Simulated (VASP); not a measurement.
# CdNiC4N4 (P-43m) in VASP: a series of runs

CdNiC4N4 is run at these levels: PBE; tasks: single point.

Everything below comes from runs of VASP 6.6.1. Logs are shortened: lines on timing, memory, paths and dates and some standing lists are left out, and cuts for length are marked.

## Step 1: The cell of the first run

Symmetry: P-43m, No. 215, cubic system. The conventional cell has a = 5.987 Å, b = 5.987 Å, c = 5.987 Å, α = 90.00°, β = 90.00°, γ = 90.00°. Within 2.8 Å of Cd (site symmetry -43m) lie 4 N at 2.10 Å. Within 2.5 Å of Ni (site symmetry -43m) lie 4 C at 1.92 Å. C (site symmetry 3m) has 1 N at 1.17 Å within 1.6 Å. N (site symmetry 3m) has 1 C at 1.17 Å within 1.6 Å.

## Step 2: Single point, PBE, collinear spin, ferromagnetic start

Contents of INCAR:

```
SYSTEM = CdNiC4N4
ALGO = Normal
EDIFF = 1E-7
ENCUT = 520
GGA = PE
ISIF = 2
ISMEAR = 0
ISPIN = 2
LASPH = .TRUE.
LCHARG = .TRUE.
LELF = .TRUE.
LMAXMIX = 4
LORBIT = 11
LREAL = .FALSE.
LVHAR = .TRUE.
LWAVE = .FALSE.
MAGMOM = 0 2 0 0 0 0 0 0 0 0
NBANDS = 44
NELM = 150
PREC = Accurate
SIGMA = 0.1
```

Contents of KPOINTS:

```
k-points
0
G
  4 4 4
  0 0 0
```

Contents of POSCAR:

```
CdNiC4N4
1.0
    5.9865449400      0.0000000000      0.0000000000
    0.0000000000      5.9865449400      0.0000000000
    0.0000000000      0.0000000000      5.9865449400
Cd Ni C N
1 1 4 4
Direct
    0.5000000000      0.5000000000      0.5000000000
    0.0000000000      0.0000000000      0.0000000000
    0.1848780000      0.1848780000      0.1848780000
    0.1848780000      0.8151220000      0.8151220000
    0.8151220000      0.1848780000      0.8151220000
    0.8151220000      0.8151220000      0.1848780000
    0.2977143400      0.2977143400      0.2977143400
    0.2977143400      0.7022856600      0.7022856600
    0.7022856600      0.2977143400      0.7022856600
    0.7022856600      0.7022856600      0.2977143400
```

Potentials or basis: VASP PAW PBE potentials, release 64 (Cd, Ni, C, N).

Command:

```sh
cat potpaw_PBE.64/Cd/POTCAR potpaw_PBE.64/Ni/POTCAR potpaw_PBE.64/C/POTCAR potpaw_PBE.64/N/POTCAR > POTCAR
mpirun -np 1 vasp_std > vasp.out
```

OUTCAR:

```text
SYSTEM = CdNiC4N4
   EDIFF = 1E-7
   ENCUT = 520
   GGA = PE
   ISIF = 2
   ISMEAR = 0
   ISPIN = 2
   LASPH = .TRUE.
   LORBIT = 11
   LREAL = .FALSE.
   NELM = 150
   PREC = Accurate

 ion  position               nearest neighbor table
   1  0.500  0.500  0.500-   7 2.10   8 2.10   9 2.10  10 2.10
   2  0.000  0.000  0.000-   3 1.92   4 1.92   5 1.92   6 1.92
   3  0.185  0.185  0.185-   7 1.17   2 1.92
   4  0.185  0.815  0.815-   8 1.17   2 1.92
   5  0.815  0.185  0.815-   9 1.17   2 1.92
   6  0.815  0.815  0.185-  10 1.17   2 1.92
   7  0.298  0.298  0.298-   3 1.17   1 2.10
   8  0.298  0.702  0.702-   4 1.17   1 2.10
   9  0.702  0.298  0.702-   5 1.17   1 2.10
  10  0.702  0.702  0.298-   6 1.17   1 2.10

  LATTYP: Found a simple cubic cell.
 ALAT       =     5.9865449400

  Lattice vectors:

 A1 = (   5.9865449400,   0.0000000000,   0.0000000000)
 A2 = (   0.0000000000,   5.9865449400,   0.0000000000)
 A3 = (   0.0000000000,   0.0000000000,   5.9865449400)

Analysis of symmetry for initial positions (statically):
=====================================================================
 Subroutine PRICEL returns:
 Original cell was already a primitive cell.

 Routine SETGRP: Setting up the symmetry group for a
 simple cubic supercell.

 Subroutine GETGRP returns: Found 24 space group operations
 (whereof 24 operations were pure point group operations)
 out of a pool of 48 trial point group operations.

The static configuration has the point symmetry T_d .

Analysis of symmetry for dynamics (positions and initial velocities):
=====================================================================
 Subroutine PRICEL returns:
 Original cell was already a primitive cell.

 Routine SETGRP: Setting up the symmetry group for a
 simple cubic supercell.

 Subroutine GETGRP returns: Found 24 space group operations
 (whereof 24 operations were pure point group operations)
 out of a pool of 48 trial point group operations.

The dynamic configuration has the point symmetry T_d .

Analysis of structural, dynamic, and magnetic symmetry:
=====================================================================
 Subroutine PRICEL returns:
 Original cell was already a primitive cell.

 Routine SETGRP: Setting up the symmetry group for a
 simple cubic supercell.

 Subroutine GETGRP returns: Found 24 space group operations
 (whereof 24 operations were pure point group operations)
 out of a pool of 48 trial point group operations.

The overall configuration has the point symmetry T_d .

 Subroutine INISYM returns: Found 24 space group operations
 (whereof 24 operations are pure point group operations),
 and found     1 'primitive' translations

----------------------------------------------------------------------------------------

                                     Primitive cell

  volume of cell :     214.5501

  direct lattice vectors                    reciprocal lattice vectors
     5.986544940  0.000000000  0.000000000     0.167041258  0.000000000  0.000000000
     0.000000000  5.986544940  0.000000000     0.000000000  0.167041258  0.000000000
     0.000000000  0.000000000  5.986544940     0.000000000  0.000000000  0.167041258

  length of vectors
     5.986544940  5.986544940  5.986544940     0.167041258  0.167041258  0.167041258

  position of ions in fractional coordinates (direct lattice)
     0.500000000  0.500000000  0.500000000
     0.000000000  0.000000000  0.000000000
     0.184878000  0.184878000  0.184878000
     0.184878000  0.815122000  0.815122000
     0.815122000  0.184878000  0.815122000
     0.815122000  0.815122000  0.184878000
     0.297714340  0.297714340  0.297714340
     0.297714340  0.702285660  0.702285660
     0.702285660  0.297714340  0.702285660
     0.702285660  0.702285660  0.297714340

  ion indices of the primitive-cell ions
   primitive index   ion index
                 1           1
                 2           2
                 3           3
                 4           4
                 5           5
                 6           6
                 7           7
[... 49 lines left out ...]
   NGXF,Y,Z  is equivalent  to a cutoff of  26.66, 26.66, 26.66 a.u.
 SYSTEM =  CdNiC4N4
   PREC   = accura    normal or accurate (medium, high low for compatibility)
   ISTART =      0    job   : 0-new  1-cont  2-samecut
   ICHARG =      2    charge: 1-file 2-atom 10-const
   ISPIN  =      2    spin polarized calculation?
   LNONCOLLINEAR =      F non collinear calculations
   LSORBIT =      F    spin-orbit coupling
   LASPH  =      T    aspherical Exc in radial PAW
   ENCUT  =  520.0 eV  38.22 Ry    6.18 a.u.  11.13 11.13 11.13*2*pi/ulx,y,z
   NELM   =    150;   NELMIN=  2; NELMDL= -5     # of ELM steps
   EDIFF  = 0.1E-06   stopping-criterion for ELM
   LREAL  =      F    real-space projection
   EDIFFG = 0.1E-05   stopping-criterion for IOM
   NSW    =      0    number of steps for IOM
   IBRION =     -1    ionic relax: 0-MD 1-quasi-New 2-CG
   NFREE  =      0    steps in history (QN), initial steepest desc. (CG)
   ISIF   =      2    stress and relaxation
   ISYM   =      2    0-nonsym 1-usesym 2-fastsym
   POTIM  = 0.5000    time-step for ionic-motion
   TEBEG  =    0.0;   TEEND  =   0.0 temperature during run
   PSTRESS=    0.0 pullay stress
   NELECT =      58.0000    total number of electrons
   NUPDOWN=      -1.0000    fix difference up-down
   EMIN   =  10.00;   EMAX   =-10.00  energy-range for DOS
   EFERMI =   0.00;   METHOD = LEGACY
   ISMEAR =     0;   SIGMA  =   0.10  broadening in eV -4-tet -1-fermi 0-gaus
   EFERMI_NEDOS =   21; number of points for ismear=-14 and -15
   IALGO  =     38    algorithm
   IMIX   =      4    mixing-type and parameters
     AMIX     =   0.40;   BMIX     =  1.00
     AMIX_MAG =   1.60;   BMIX_MAG =  1.00
  volume/ion in A,a.u.               =      21.46       144.79
  Fermi-wavevector in a.u.,A,eV,Ry     =   1.058542  2.000354 15.245467  1.120510
  Thomas-Fermi vector in A             =   2.193855
   LORBIT       =     11    0 simple, 1 ext, 2 COOP (PROOUT), +10 PAW based schemes
   GGA     = PE    functional components
   LHFCALC =     F    Hartree Fock is set to
   AEXX    =    0.0000 exact exchange contribution
   IVDW    =     0    specifies the selected vdW correction
   LEPSILON=     F    determine dielectric tensor
   LRPA    =     F    only Hartree local field effects (RPA)
 spin polarized calculation
 Gauss-broadening in eV      SIGMA  =   0.10
  energy-cutoff  :      520.00
  volume of cell :      214.55
 maximum number of plane-waves:      5832
 NGX is ok and might be reduce to    48
   NGX = 23   NGY = 23   NGZ = 23

 number of electron      57.9999995 magnetization       2.0000820

 Free energy of the ion-electron system (eV)
  ---------------------------------------------------
  ext. energy  EPLUGINS =         0.00000000
  ---------------------------------------------------
  free energy    TOTEN  =       -71.53770556 eV

  energy without entropy =      -71.47485425  energy(sigma->0) =      -71.50627991

 E-fermi :  -1.7367     XC(G=0):  -7.0538

 val. band max:       -1.7434492792   @ k =   0.5000   0.2500   0.0000
 cond. band min:      -1.7336278651   @ k =   0.5000   0.2500   0.2500
 fundamental gap:      0.0098214140
 Fermi energy:        -1.7367487773

 spin component 1

 k-point     1 :       0.0000    0.0000    0.0000
  band No.  band energies     occupation
      1     -18.9688      1.00000
      2     -18.8740      1.00000
      3     -18.8740      1.00000
      4     -18.8740      1.00000
      5     -10.0794      1.00000
      6     -10.0794      1.00000
[... 429 lines left out ...]
     40       5.7196      0.00000
     41       5.7196      0.00000
 Fermi energy:        -1.7367487773

 spin component 2

 k-point     1 :       0.0000    0.0000    0.0000
  band No.  band energies     occupation
      1     -18.8801      1.00000
      2     -18.7851      1.00000
      3     -18.7851      1.00000
      4     -18.7851      1.00000
      5     -10.0387      1.00000
      6     -10.0387      1.00000
[... 429 lines left out ...]
     40       5.7824      0.00000
     41       5.7824      0.00000
 [bands above 41 left out]

------------------------ aborting loop because EDIFF is reached ----------------------------------------

  FORCE on cell =-STRESS in cart. coord.  units (eV):
  Direction    XX          YY          ZZ          XY          YZ          ZX
  --------------------------------------------------------------------------------------
  -------------------------------------------------------------------------------------
  Total        3.2751488      3.2751488      3.2751488     -0.0000000     -0.0000000     -0.0000000
  in kB       24.4575459     24.4575459     24.4575459     -0.0000000     -0.0000000     -0.0000000
  external PRESSURE =      24.4575459 kB  Pullay stress =       0.0000000 kB

 VOLUME and BASIS-vectors are now :
 -----------------------------------------------------------------------------
  energy-cutoff  :      520.00
  volume of cell :      214.55
      direct lattice vectors                 reciprocal lattice vectors
     5.986544940  0.000000000  0.000000000     0.167041258  0.000000000  0.000000000
     0.000000000  5.986544940  0.000000000     0.000000000  0.167041258  0.000000000
     0.000000000  0.000000000  5.986544940     0.000000000  0.000000000  0.167041258

 POSITION                                       TOTAL-FORCE (eV/Angst)
 -----------------------------------------------------------------------------------
      2.99327      2.99327      2.99327        -0.000000      0.000000     -0.000000
      0.00000      0.00000      0.00000         0.000000      0.000000      0.000000
      1.10678      1.10678      1.10678        -0.066933     -0.066933     -0.066933
      1.10678      4.87976      4.87976        -0.066933      0.066933      0.066933
      4.87976      1.10678      4.87976         0.066933     -0.066933      0.066933
      4.87976      4.87976      1.10678         0.066933      0.066933     -0.066933
      1.78228      1.78228      1.78228        -0.520600     -0.520600     -0.520600
      1.78228      4.20426      4.20426        -0.520600      0.520600      0.520600
      4.20426      1.78228      4.20426         0.520600     -0.520600      0.520600
      4.20426      4.20426      1.78228         0.520600      0.520600     -0.520600
 -----------------------------------------------------------------------------------
    total drift:                                0.000000      0.000000      0.000000

  FREE ENERGIE OF THE ION-ELECTRON SYSTEM (eV)
  ---------------------------------------------------
  free  energy   TOTEN  =       -71.5377055617 eV

  energy  without entropy=      -71.4748542524  energy(sigma->0) =      -71.50627991

 total charge

# of ion       s       p       d       tot
------------------------------------------
    1        0.358   0.409   9.614  10.382
    2        0.520   0.730   8.139   9.389
    3        0.961   1.616   0.000   2.577
    4        0.961   1.616   0.000   2.577
    5        0.961   1.616   0.000   2.577
    6        0.961   1.616   0.000   2.577
    7        1.301   2.592   0.000   3.893
    8        1.301   2.592   0.000   3.893
    9        1.301   2.592   0.000   3.893
   10        1.301   2.592   0.000   3.893
--------------------------------------------------
tot          9.924  17.972  17.754  45.650

 magnetization (x)

# of ion       s       p       d       tot
------------------------------------------
    1        0.000   0.003   0.009   0.012
    2        0.004   0.113   1.214   1.330
    3        0.017   0.030   0.000   0.047
    4        0.017   0.030   0.000   0.047
    5        0.017   0.030   0.000   0.047
    6        0.017   0.030   0.000   0.047
    7        0.002   0.043   0.000   0.046
    8        0.002   0.043   0.000   0.046
    9        0.002   0.043   0.000   0.046
   10        0.002   0.043   0.000   0.046
--------------------------------------------------
tot          0.081   0.408   1.222   1.712
```

Wall time 4.4 min (1 thread of Intel Xeon Platinum 8259CL at 2.50GHz (Skylake/Cascade Lake), shared host); peak memory 0.5 GiB.

What came out:

```yaml
Free_energy: -71.5377 eV
Pressure: 2.4 GPa
Largest_force: 0.902 eV/Å
Band_gap_on_the_k_mesh: zero (filled and empty bands overlap)
Net_moment: 2.00 μB per cell
Site_moments: Cd +0.01; Ni +1.33; C +0.05; N +0.05 μB
Valence_electrons_inside_the_program's_atomic_spheres: Cd 10.38; Ni 9.39; C 2.58; N 3.89
```

Forces on the atoms (eV/Å):
```
Cd   0.000  0.000  0.000
Ni   0.000  0.000  0.000
C   -0.067 -0.067 -0.067
C   -0.067  0.067  0.067
C    0.067 -0.067  0.067
C    0.067  0.067 -0.067
N   -0.521 -0.521 -0.521
N   -0.521  0.521  0.521
N    0.521 -0.521  0.521
N    0.521  0.521 -0.521
```

Caveat: a cell with one magnetic atom can't hold antiferromagnetic order, which such compounds often take.

## Step 3: Single point, PBE, collinear spin, ferromagnetic start

This run uses another cell than the first one, of 22.46 Å³/atom.

Contents of INCAR:

```
PREC = Accurate
ENCUT = 520
EDIFF = 1E-7
ISMEAR = 0
SIGMA = 0.1
LREAL = False
LASPH = True
NELM = 150
ALGO = Normal
ISIF = 2
LWAVE = False
LCHARG = True
ISPIN = 2
MAGMOM = 0 2 0 0 0 0 0 0 0 0
LORBIT = 11
LMAXMIX = 4
GGA = PE
LELF = True
LVHAR = True
NBANDS = 44
```

Contents of KPOINTS:

```
Automatic mesh
0
Gamma
  4 4 4
```

Contents of POSCAR:

```
CdNiC4N4
1.0
    6.0787640705      0.0000000000      0.0000000000
    0.0000000000      6.0787640705      0.0000000000
    0.0000000000      0.0000000000      6.0787640705
Cd Ni C N
1 1 4 4
Direct
    0.5000000000      0.5000000000      0.5000000000
    0.0000000000      0.0000000000      0.0000000000
    0.1820446243      0.1820446243      0.1820446243
    0.1820446243      0.8179553757      0.8179553757
    0.8179553757      0.1820446243      0.8179553757
    0.8179553757      0.8179553757      0.1820446243
    0.2929436502      0.2929436502      0.2929436502
    0.2929436502      0.7070563498      0.7070563498
    0.7070563498      0.2929436502      0.7070563498
    0.7070563498      0.7070563498      0.2929436502
```

Potentials or basis: VASP PAW PBE potentials, release 64 (Cd, Ni, C, N).

Command:

```sh
cat potpaw_PBE.64/Cd/POTCAR potpaw_PBE.64/Ni/POTCAR potpaw_PBE.64/C/POTCAR potpaw_PBE.64/N/POTCAR > POTCAR
mpirun -np 1 vasp_std > vasp.out
```

It took 4.8 min on 1 thread of Intel Xeon Platinum 8259CL at 2.50GHz (Skylake/Cascade Lake), shared host; peak memory 0.5 GiB.

The run converged. Its results:

| Quantity | Value |
| --- | --- |
| Free energy | -71.7223 eV |
| Pressure | 0.8 GPa |
| Largest force | 0.358 eV/Å |
| Band gap on the k mesh | zero (filled and empty bands overlap) |
| Net moment | 2.00 μB per cell |
| Site moments | Cd +0.01; Ni +1.33; C +0.05; N +0.04 μB |
| Valence electrons inside the program's atomic spheres | Cd 10.26; Ni 9.39; C 2.58; N 3.88 |

Forces on the atoms (eV/Å):
```
Cd   0.000  0.000  0.000
Ni   0.000  0.000  0.000
C   -0.207 -0.207 -0.207
C   -0.207  0.207  0.207
C    0.207 -0.207  0.207
C    0.207  0.207 -0.207
N    0.174  0.174  0.174
N    0.174 -0.174 -0.174
N   -0.174  0.174 -0.174
N   -0.174 -0.174  0.174
```

Levels at points of the mesh, in eV from the Fermi level:
Spin up:
```csv
k point,band 28,band 29,band 30,band 31,band 32,band 33
"(0.00, 0.00, 0.00)",-1.17,-1.17,-1.17,4.23,4.23,4.23
"(0.50, 0.00, 0.00)",-1.13,-0.97,-0.97,4.31,4.31,4.59
"(0.50, 0.50, 0.00)",-1.17,-0.96,-0.96,4.41,4.63,4.68
"(0.50, 0.50, 0.50)",-1.15,-1.15,-1.15,4.66,4.66,4.66
```
Spin down:
| k point | band 26 | band 27 | band 28 | band 29 | band 30 | band 31 |
| --- | --- | --- | --- | --- | --- | --- |
| (0.00, 0.00, 0.00) | -1.52 | -1.52 | -0.07 | -0.07 | -0.07 | 4.51 |
| (0.50, 0.00, 0.00) | -1.51 | -1.49 | -0.02 | 0.10 | 0.10 | 4.54 |
| (0.50, 0.50, 0.00) | -1.50 | -1.46 | -0.01 | 0.11 | 0.11 | 4.60 |
| (0.50, 0.50, 0.50) | -1.45 | -1.45 | -0.02 | -0.02 | -0.02 | 4.93 |

Caveat: a cell with one magnetic atom can't hold antiferromagnetic order, which such compounds often take. With open d or f shells a metallic result of PBE can be an artefact of self-interaction; +U or a hybrid may open a gap.
